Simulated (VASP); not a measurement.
# MgO in VASP: notebook, part 2 of 2

VASP 6.6.1. The steps go on from the part before.

### Step 3. Single point, r2SCAN (biaxial xy strain +1.6%)

Contents of POSCAR:

```
MgO
1.0
    2.9695318757      0.0000000000      0.0000000000
   -1.4847659378      2.5716900417      0.0000000000
    0.0000000000      0.0000000000      5.0921016473
Mg O
2 2
Direct
    0.0000000000      0.0000000000      0.0000000000
    0.0000000000      0.0000000000      0.5000000000
    0.3333333333      0.6666666667      0.2500000000
    0.6666666667      0.3333333333      0.7500000000
```

Contents of INCAR.step1:

```
ALGO = Normal ; EDIFF = 1E-4
ENCUT = 520 ; GGA = PE
ISMEAR = 0 ; LASPH = T
LCHARG = F ; LREAL = F
LWAVE = T ; NBANDS = 16
NELM = 60 ; PREC = Accurate
SIGMA = 0.01
```

Contents of INCAR.step2:

```
ALGO = Normal ; EDIFF = 1E-6
ENCUT = 520 ; ISIF = 2
ISMEAR = 0 ; ISTART = 1
LASPH = T ; LCHARG = F
LMIXTAU = T ; LREAL = F
LWAVE = F ; METAGGA = R2SCAN
NBANDS = 16 ; NELM = 60
PREC = Accurate ; SIGMA = 0.01
```

Contents of KPOINTS:

```
k-points
0
Gamma
  12 12 6
```

Potentials or basis: VASP PAW PBE potentials, release 64 (Mg, O).

On the command line:

```sh
$ cat potpaw_PBE.64/Mg/POTCAR potpaw_PBE.64/O/POTCAR > POTCAR
$ cp INCAR.step1 INCAR
$ mpirun -np 1 vasp_std > vasp.out
$ cp INCAR.step2 INCAR
$ mpirun -np 1 vasp_std > vasp.out
```

OUTCAR:

```text
EDIFF = 1E-6
   ENCUT = 520
   ISIF = 2
   ISMEAR = 0
   ISTART = 1
   LASPH = T
   LREAL = F
   METAGGA = R2SCAN
   NELM = 60
   PREC = Accurate

 ion  position               nearest neighbor table
   1  0.000  0.000  0.000-   3 2.14   4 2.14   3 2.14   4 2.14   4 2.14   3 2.14   2 2.55   2 2.55

   2  0.000  0.000  0.500-   3 2.14   4 2.14   3 2.14   4 2.14   4 2.14   3 2.14   1 2.55   1 2.55

   3  0.333  0.667  0.250-   1 2.14   2 2.14   1 2.14   2 2.14   1 2.14   2 2.14
   4  0.667  0.333  0.750-   1 2.14   2 2.14   1 2.14   2 2.14   1 2.14   2 2.14

  LATTYP: Found a hexagonal cell.
 ALAT       =     2.9695318757
 C/A-ratio  =     1.7147826191

  Lattice vectors:

 A1 = (   2.9695318757,   0.0000000000,   0.0000000000)
 A2 = (  -1.4847659378,   2.5716900417,   0.0000000000)
 A3 = (   0.0000000000,   0.0000000000,   5.0921016473)

Analysis of symmetry for initial positions (statically):
=====================================================================
 Subroutine PRICEL returns:
 Original cell was already a primitive cell.

 Routine SETGRP: Setting up the symmetry group for a
 hexagonal supercell.

 Subroutine GETGRP returns: Found 24 space group operations
 (whereof 12 operations were pure point group operations)
 out of a pool of 24 trial point group operations.

The static configuration has the point symmetry D_3d.
 The point group associated with its full space group is D_6h.

Analysis of symmetry for dynamics (positions and initial velocities):
=====================================================================
 Subroutine PRICEL returns:
 Original cell was already a primitive cell.

 Routine SETGRP: Setting up the symmetry group for a
 hexagonal supercell.

 Subroutine GETGRP returns: Found 24 space group operations
 (whereof 12 operations were pure point group operations)
 out of a pool of 24 trial point group operations.

The dynamic configuration has the point symmetry D_3d.
 The point group associated with its full space group is D_6h.

 Subroutine INISYM returns: Found 24 space group operations
 (whereof 12 operations are pure point group operations),
 and found     1 'primitive' translations

----------------------------------------------------------------------------------------

                                     Primitive cell

  volume of cell :      38.8869

  direct lattice vectors                    reciprocal lattice vectors
     2.969531876  0.000000000  0.000000000     0.336753415  0.194424675  0.000000000
    -1.484765938  2.571690042  0.000000000     0.000000000  0.388849350  0.000000000
     0.000000000  0.000000000  5.092101647     0.000000000  0.000000000  0.196382568

  length of vectors
     2.969531876  2.969531876  5.092101647     0.388849350  0.388849350  0.196382568

  position of ions in fractional coordinates (direct lattice)
     0.000000000  0.000000000  0.000000000
     0.000000000  0.000000000  0.500000000
     0.333333333  0.666666667  0.250000000
     0.666666667  0.333333333  0.750000000

  ion indices of the primitive-cell ions
   primitive index   ion index
                 1           1
                 2           2
                 3           3
                 4           4

----------------------------------------------------------------------------------------

 KPOINTS: k-points

Automatic generation of k-mesh.
 Grid dimensions read from file:
 generate k-points for:   12   12    6

 Generating k-lattice:

  Cartesian coordinates                     Fractional coordinates (reciprocal lattice)
     0.028062785  0.016202056  0.000000000     0.083333333  0.000000000  0.000000000
     0.000000000  0.032404112  0.000000000     0.000000000  0.083333333  0.000000000
     0.000000000  0.000000000  0.032730428     0.000000000  0.000000000  0.166666667

  Length of vectors
     0.032404112  0.032404112  0.032730428

  Shift w.r.t. Gamma in fractional coordinates (k-lattice)
     0.000000000  0.000000000  0.000000000

 Subroutine IBZKPT returns following result:
 ===========================================

 Found     76 irreducible k-points:

 Following reciprocal coordinates:
            Coordinates               Weight
  0.000000  0.000000  0.000000      1.000000
  0.083333 -0.000000  0.000000      6.000000
  0.166667 -0.000000  0.000000      6.000000
  0.250000  0.000000  0.000000      6.000000
  0.333333  0.000000  0.000000      6.000000
  0.416667  0.000000  0.000000      6.000000
[... 16 lines left out ...]
  0.250000  0.000000  0.166667     12.000000
  0.333333  0.000000  0.166667     12.000000
 [... further k-points ...]
   k-points           NKPTS =     76   k-points in BZ     NKDIM =     76   number of bands    NBANDS=     16
   number of dos      NEDOS =    301   number of ions     NIONS =      4
   total plane-waves  NPLWV =  23040
   dimension x,y,z NGX =    24 NGY =   24 NGZ =   40
   dimension x,y,z NGXF=    48 NGYF=   48 NGZF=   80
   ions per type =               2   2
   NGX,Y,Z   is equivalent  to a cutoff of  13.44, 13.44, 13.06 a.u.
   NGXF,Y,Z  is equivalent  to a cutoff of  26.87, 26.87, 26.12 a.u.
 SYSTEM =  unknown system
   PREC   = accura    normal or accurate (medium, high low for compatibility)
   ISTART =      1    job   : 0-new  1-cont  2-samecut
   ICHARG =      0    charge: 1-file 2-atom 10-const
   ISPIN  =      1    spin polarized calculation?
   LNONCOLLINEAR =      F non collinear calculations
   LSORBIT =      F    spin-orbit coupling
   LASPH  =      T    aspherical Exc in radial PAW
   ENCUT  =  520.0 eV  38.22 Ry    6.18 a.u.   5.52  5.52  9.47*2*pi/ulx,y,z
   NELM   =     60;   NELMIN=  2; NELMDL=  0     # of ELM steps
   EDIFF  = 0.1E-05   stopping-criterion for ELM
   LREAL  =      F    real-space projection
   EDIFFG = 0.1E-04   stopping-criterion for IOM
   NSW    =      0    number of steps for IOM
   IBRION =     -1    ionic relax: 0-MD 1-quasi-New 2-CG
   NFREE  =      0    steps in history (QN), initial steepest desc. (CG)
   ISIF   =      2    stress and relaxation
   ISYM   =      2    0-nonsym 1-usesym 2-fastsym
   POTIM  = 0.5000    time-step for ionic-motion
   TEBEG  =    0.0;   TEEND  =   0.0 temperature during run
   PSTRESS=    0.0 pullay stress
   NELECT =      16.0000    total number of electrons
   NUPDOWN=      -1.0000    fix difference up-down
   EMIN   =  10.00;   EMAX   =-10.00  energy-range for DOS
   EFERMI =   0.00;   METHOD = LEGACY
   ISMEAR =     0;   SIGMA  =   0.01  broadening in eV -4-tet -1-fermi 0-gaus
   EFERMI_NEDOS =   21; number of points for ismear=-14 and -15
   IALGO  =     38    algorithm
   IMIX   =      4    mixing-type and parameters
     AMIX     =   0.40;   BMIX     =  1.00
     AMIX_MAG =   1.60;   BMIX_MAG =  1.00
  volume/ion in A,a.u.               =       9.72        65.61
  Fermi-wavevector in a.u.,A,eV,Ry     =   1.217625  2.300978 20.172146  1.482611
  Thomas-Fermi vector in A             =   2.352939
   LORBIT       =      0    0 simple, 1 ext, 2 COOP (PROOUT), +10 PAW based schemes
   METAGGA = R2SCAN    functional components
   LHFCALC =     F    Hartree Fock is set to
   AEXX    =    0.0000 exact exchange contribution
   IVDW    =     0    specifies the selected vdW correction
   LEPSILON=     F    determine dielectric tensor
   LRPA    =     F    only Hartree local field effects (RPA)
 non-spin polarized calculation
 Gauss-broadening in eV      SIGMA  =   0.01
  energy-cutoff  :      520.00
  volume of cell :       38.89
 maximum number of plane-waves:      1075
 NGX is ok and might be reduce to    24
   NGX = 11   NGY = 11   NGZ = 19

 number of electron      16.0000005 magnetization

 Free energy of the ion-electron system (eV)
  ---------------------------------------------------
  ext. energy  EPLUGINS =         0.00000000
  ---------------------------------------------------
  free energy    TOTEN  =       -31.65243372 eV

  energy without entropy =      -31.65243372  energy(sigma->0) =      -31.65243372

 E-fermi :   2.7080     XC(G=0): -11.3782

 val. band max:        2.6029118733   @ k =   0.0000   0.0000   0.0000
 cond. band min:       7.6947576021   @ k =   0.0000   0.0000   0.0000
 fundamental gap:      5.0918457288
 Fermi energy:         2.7079869782

 k-point     1 :       0.0000    0.0000    0.0000
  band No.  band energies     occupation
      1     -15.5090      2.00000
      2     -14.4733      2.00000
      3      -2.0914      2.00000
      4       2.0730      2.00000
      5       2.0730      2.00000
      6       2.2374      2.00000
[... 433 lines left out ...]
      3      -1.0680      2.00000
      4      -0.5623      2.00000
      5      -0.0052      2.00000
      6       1.5629      2.00000
[... 8 lines left out ...]
     15      20.1013      0.00000
     16      21.8872      0.00000

 [... further k-points ...]
[... 5 lines left out ...]
  --------------------------------------------------------------------------------------
  -------------------------------------------------------------------------------------
  Total       -1.9294356     -1.9294356     -0.2713514     -0.0000000     -0.0000000      0.0000000
  in kB      -79.4945190    -79.4945190    -11.1799271     -0.0000000     -0.0000000      0.0000000
  external PRESSURE =     -56.7229883 kB  Pullay stress =       0.0000000 kB

 VOLUME and BASIS-vectors are now :
 -----------------------------------------------------------------------------
  energy-cutoff  :      520.00
  volume of cell :       38.89
      direct lattice vectors                 reciprocal lattice vectors
     2.969531876  0.000000000  0.000000000     0.336753415  0.194424675  0.000000000
    -1.484765938  2.571690042  0.000000000     0.000000000  0.388849350  0.000000000
     0.000000000  0.000000000  5.092101647     0.000000000  0.000000000  0.196382568

 POSITION                                       TOTAL-FORCE (eV/Angst)
 -----------------------------------------------------------------------------------
      0.00000      0.00000      0.00000         0.000000      0.000000     -0.000000
      0.00000      0.00000      2.54605         0.000000      0.000000     -0.000000
     -0.00000      1.71446      1.27303         0.000000     -0.000000      0.000000
      1.48477      0.85723      3.81908        -0.000000      0.000000     -0.000000
 -----------------------------------------------------------------------------------
    total drift:                               -0.000000      0.000000     -0.000000

  FREE ENERGIE OF THE ION-ELECTRON SYSTEM (eV)
  ---------------------------------------------------
  free  energy   TOTEN  =       -31.6524337173 eV

  energy  without entropy=      -31.6524337173  energy(sigma->0) =      -31.65243372
```

Run time: 96 s. Hardware: 1 thread of AMD EPYC 9R45 (Zen 5), shared host; peak memory 0.16 GiB.

What came out:

| Property | Result |
| --- | --- |
| Free energy | -31.6524 eV |
| Pressure | -5.7 GPa |
| Band gap on the k mesh | 5.09 eV, direct |

Stress tensor (GPa, compression positive):
```
-7.95  0.00  0.00
 0.00 -7.95  0.00
 0.00  0.00 -1.12
```

Caveat: the cell differs from its parent crystal (biaxial xy strain +1.6%); the PAW data sets were made with another functional, which shifts forces and pressure a little.

### Step 4. Single point, PBE (uniaxial x strain +5.3%)

Contents of INCAR:

```
  ALGO = Normal
  EDIFF = 1E-6
  ENCUT = 520
  GGA = PE
  ISIF = 2
  ISMEAR = -1
  LASPH = True
  LCHARG = False
  LREAL = False
  LWAVE = False
  NBANDS = 16
  NELM = 80
  PREC = Accurate
  SIGMA = 0.02
```

KPOINTS is that of step 3.

Contents of POSCAR:

```
MgO
1.0
    3.0788541438      0.0000000000      0.0000000000
   -1.5394270719      2.5314401434      0.0000000000
    0.0000000000      0.0000000000      5.0921016473
Mg O
2 2
Direct
    0.0000000000      0.0000000000      0.0000000000
    0.0000000000      0.0000000000      0.5000000000
    0.3316552466      0.6633104932      0.2500000000
    0.6683447534      0.3366895068      0.7500000000
```

On the command line:

```sh
$ cat potpaw_PBE.64/Mg/POTCAR potpaw_PBE.64/O/POTCAR > POTCAR
$ mpirun -np 1 vasp_std > vasp.out
```

Run time: 45 s. Hardware: 1 thread of AMD EPYC 9R45 (Zen 5), shared host; peak memory 0.2 GiB.

It converged, with:

```
Free energy            : -23.1569 eV
Pressure               : -2.2 GPa
Largest force          : 0.021 eV/Å
Band gap on the k mesh : 4.00 eV, direct
```

Forces in eV/Å, atoms in the order of the input:
```
Mg   0.000  0.000  0.000
Mg   0.000  0.000  0.000
O    0.000  0.021  0.000
O    0.000 -0.021  0.000
```

Stress tensor (GPa, compression positive):
```
-11.60   0.00   0.00
  0.00  -0.31   0.00
  0.00   0.00   5.21
```

Levels at points of the mesh, in eV from the valence-band top:
| k point | band 6 | band 7 | band 8 | band 9 | band 10 | band 11 |
| --- | --- | --- | --- | --- | --- | --- |
| (0.00, 0.00, 0.00) | -0.36 | -0.16 | 0.00 | 4.00 | 7.56 | 11.46 |
| (0.50, 0.00, 0.00) | -1.46 | -1.14 | -0.62 | 8.28 | 9.41 | 10.07 |
| (0.00, 0.50, 0.00) | -1.54 | -1.40 | -0.91 | 7.86 | 8.69 | 10.36 |
| (0.00, 0.00, 0.50) | -0.44 | -0.25 | -0.25 | 6.36 | 6.36 | 11.76 |
| (0.50, 0.00, 0.50) | -1.38 | -0.89 | -0.89 | 8.40 | 8.40 | 10.88 |
| (0.00, 0.50, 0.50) | -1.38 | -1.24 | -1.24 | 8.28 | 8.28 | 10.72 |

Caveat: the cell differs from its parent crystal (uniaxial x strain +5.3%). A k mesh can miss the band edges.

### Step 5. Single point, r2SCAN (uniaxial x strain +5.3%)

POSCAR is that of step 4.

Contents of INCAR.step1:

```
PREC     = Accurate       # precision mode
ENCUT    = 520            # plane-wave cutoff, eV
ISMEAR   = 0              # smearing method
SIGMA    = 0.01           # smearing width, eV
LREAL    = F              # projectors in reciprocal space
LASPH    = T              # aspherical terms in the spheres
NELM     = 60             # most SCF steps
NBANDS   = 16             # bands
GGA      = PE             # functional
ALGO     = Normal         # electronic algorithm
EDIFF    = 1E-4           # SCF threshold, eV
LWAVE    = T              # write WAVECAR
LCHARG   = F              # write CHGCAR
```

Contents of INCAR.step2:

```
PREC     = Accurate       # precision mode
ENCUT    = 520            # plane-wave cutoff, eV
EDIFF    = 1E-7           # SCF threshold, eV
ISMEAR   = 0              # smearing method
SIGMA    = 0.01           # smearing width, eV
LREAL    = F              # projectors in reciprocal space
LASPH    = T              # aspherical terms in the spheres
NELM     = 60             # most SCF steps
ALGO     = Normal         # electronic algorithm
ISIF     = 2              # what is computed and relaxed
LWAVE    = F              # write WAVECAR
LCHARG   = F              # write CHGCAR
METAGGA  = R2SCAN         # meta-GGA
LMIXTAU  = T            
NBANDS   = 16             # bands
ISTART   = 1
```

Contents of KPOINTS:

```
Automatic mesh
0
Gamma
  12 12 6
```

On the command line:

```sh
$ cat potpaw_PBE.64/Mg/POTCAR potpaw_PBE.64/O/POTCAR > POTCAR
$ cp INCAR.step1 INCAR
$ mpirun -np 1 vasp_std > vasp.out
$ cp INCAR.step2 INCAR
$ mpirun -np 1 vasp_std > vasp.out
```

It took 3.5 min on 1 thread of Intel Xeon Platinum 8488C (Sapphire Rapids), shared host; peak memory 0.24 GiB.

It converged, with:

```
Free energy            : -31.5652 eV
Pressure               : -8.0 GPa
Band gap on the k mesh : 4.84 eV, direct
```

Forces on the atoms (eV/Å):
```
Mg   0.000  0.000  0.000
Mg   0.000  0.000  0.000
O    0.000 -0.002  0.000
O    0.000  0.002  0.000
```

Stress tensor (GPa, compression positive):
```
-17.52   0.00   0.00
  0.00  -5.75   0.00
  0.00   0.00  -0.78
```

Levels at points of the mesh, in eV from the valence-band top:
```
           k point  band 5  band 6  band 7  band 8  band 9  band 10  band 11  band 12
(0.00, 0.00, 0.00)   -0.50   -0.37   -0.16    0.00    4.84     8.44    12.60    13.92
(0.50, 0.00, 0.00)   -2.55   -1.47   -1.17   -0.64    9.18    10.38    11.10    12.05
(0.00, 0.50, 0.00)   -2.41   -1.57   -1.41   -0.93    8.73     9.62    11.42    12.53
(0.00, 0.00, 0.50)   -0.45   -0.45   -0.26   -0.26    7.23     7.23    12.78    12.78
(0.50, 0.00, 0.50)   -1.40   -1.40   -0.91   -0.91    9.35     9.35    11.85    11.85
(0.00, 0.50, 0.50)   -1.40   -1.40   -1.27   -1.27    9.21     9.21    11.67    11.67
```

Caveat: the cell differs from its parent crystal (uniaxial x strain +5.3%); the PAW data sets were made with another functional, which shifts forces and pressure a little. A k mesh can miss the band edges.

### Step 6. Summary

| level | cell | smearing | gap on the mesh (eV) | pressure (GPa) |
| --- | --- | --- | --- | --- |
| PBE | a = 2.970, b = 2.970, c = 5.092 Å, angles 90.0, 90.0, 120.0°, 4 atoms | fermi-dirac 0.02 eV | 4.24 | 0.2 |
| r2SCAN | a = 2.970, b = 2.970, c = 5.092 Å, angles 90.0, 90.0, 120.0°, 4 atoms | gaussian 0.01 eV | 5.09 | -5.7 |
| PBE | a = 3.079, b = 2.963, c = 5.092 Å, angles 90.0, 90.0, 121.3°, 4 atoms | fermi-dirac 0.02 eV | 4.00 | -2.2 |
| r2SCAN | a = 3.079, b = 2.963, c = 5.092 Å, angles 90.0, 90.0, 121.3°, 4 atoms | gaussian 0.01 eV | 4.84 | -8.0 |

Alike in all rows: task single point; potentials or basis VASP PAW PBE potentials, release 64 (Mg, O); no spin polarisation; k mesh 12 × 12 × 6; cutoff (eV) 520.

Caveats: the PAW data sets were made with another functional, which shifts forces and pressure a little (some runs).

Absolute energies hang on the potentials; compare differences alone.
